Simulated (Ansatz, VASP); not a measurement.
TaAs: VASP beside Ansatz

```
CELL_PARAMETERS angstrom
-1.72181 1.72181 5.86794
1.72181 -1.72181 5.86794
1.72181 1.72181 -5.86794
ATOMIC_POSITIONS crystal
Ta 0.49997 0.99997 0.50000
Ta 0.74997 0.74997 0.00000
As 0.08263 0.58263 0.50000
As 0.33263 0.33263 0.00000
```

Alike in both runs: task single point; functional PBE; k mesh 18 × 18 × 18; occupations gaussian, width 0.1 eV; no spin polarisation.

|  | VASP | Ansatz |
| --- | --- | --- |
| version | VASP 6.6.1 | Ansatz 0.2.0 |
| potentials or method | VASP PAW PBE potentials, release 64 (Ta_pv, As), cutoff 520 eV | scalar-relativistic, plane waves, PAW |
| valence electrons in the cell | 32 | 56 |

|  | VASP | Ansatz | Ansatz less VASP |
| --- | --- | --- | --- |
| gap on the k mesh at the Fermi level (eV) | none | none | - |
| pressure (GPa) | 2.6 | 2.1 | -0.47 |
| traceless stress, the component that is largest in VASP (GPa) | -0.79 | -0.73 | +0.069 |
| rms of the force components (eV/Å) | 0.015 | 0.014 | -0.0010 |

Atom by atom the forces differ by 0.001 eV/Å (rms over components). A gap of «none» marks a metal or a gap that the smearing closes. VASP's potentials hold 32 valence electrons a cell and Ansatz's 56, so a difference there can come from the potentials and not from the codes.

Spin-orbit coupling is off throughout.
